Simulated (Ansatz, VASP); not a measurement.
**Two plane-wave programs on CdF2**

POSCAR

```
CdF2
1.0
    0.0000000000      2.6829270760      2.6829270760
    2.6829270760      0.0000000000      2.6829270760
    2.6829270760      2.6829270760      0.0000000000
Cd F
1 2
Direct
    0.0000000000      0.0000000000      0.0000000000
    0.2500000000      0.2500000000      0.2500000000
    0.7500000000      0.7500000000      0.7500000000
```

INCAR.step1

```
PREC = Accurate
ENCUT = 770
ISMEAR = -1
SIGMA = 0.03
LREAL = F
LASPH = T
NELM = 120
NBANDS = 24
GGA = PE
ALGO = Normal
EDIFF = 1E-5
LWAVE = T
LCHARG = F
GGA_COMPAT = F
```

Contents of INCAR.step2:

```
PREC = Accurate
ENCUT = 770
EDIFF = 1E-6
ISMEAR = -1
SIGMA = 0.03
LREAL = F
LASPH = T
NELM = 120
ALGO = Normal
ISIF = 2
LWAVE = F
LCHARG = T
METAGGA = R2SCAN
LMIXTAU = T
LUSE_VDW = T
IVDW_NL = 2
BPARAM = 11.95
CPARAM = 0.0093
LELF = T
LVHAR = T
NBANDS = 24
ISTART = 1
GGA_COMPAT = F
```

File KPOINTS:

```
regular mesh
0
Gamma
  10 10 10
```

Input for Ansatz:

```yaml
crystal:
  lattice:
    - [0.0, 2.682927076, 2.682927076]
    - [2.682927076, 0.0, 2.682927076]
    - [2.682927076, 2.682927076, 0.0]
  atoms:
    - { symbol: Cd, position: [0.0, 0.0, 0.0] }
    - { symbol: F, position: [0.25, 0.25, 0.25] }
    - { symbol: F, position: [0.75, 0.75, 0.75] }
kpoints:
  mp_grid: { grid: [10, 10, 10] }
  band_path:
    path:
      - [0.0, 0.0, 0.0]
      - [0.5, 0.0, 0.5]
      - [0.625, 0.25, 0.625]
      - [0.375, 0.375, 0.75]
      - [0.5, 0.5, 0.5]
      - [0.5, 0.25, 0.75]
    npoints: 1
hamiltonian:
  xc: r2scan
  dispersion: rvv10
scf:
  occupations: { method: fermi_dirac, width: 0.03 }
  n_extra_bands: 4
output:
  forces: true
  stress: true
  eigenvalues: true
```

Alike in both runs: task single point; functional r2SCAN; dispersion rVV10; k mesh 10 × 10 × 10; occupations fermi-dirac, width 0.03 eV; no spin polarisation.

```csv
,VASP,Ansatz
version,VASP 6.6.1,Ansatz 0.2.0
potentials or method,"VASP PAW PBE potentials, release 64 (Cd_sv_GW, F)","plane waves, PAW"
plane-wave cutoff (eV),770,500
valence electrons in the cell,34,34
```

Ansatz gave:

```
gap on the k mesh at the Fermi level (eV) : 3.77
pressure (GPa)                            : 0.0
```

Which values does VASP return?

gap on the k mesh at the Fermi level (eV): 3.77; pressure (GPa): -0.4.

VASP's potentials were made for PBE, not for r2SCAN.
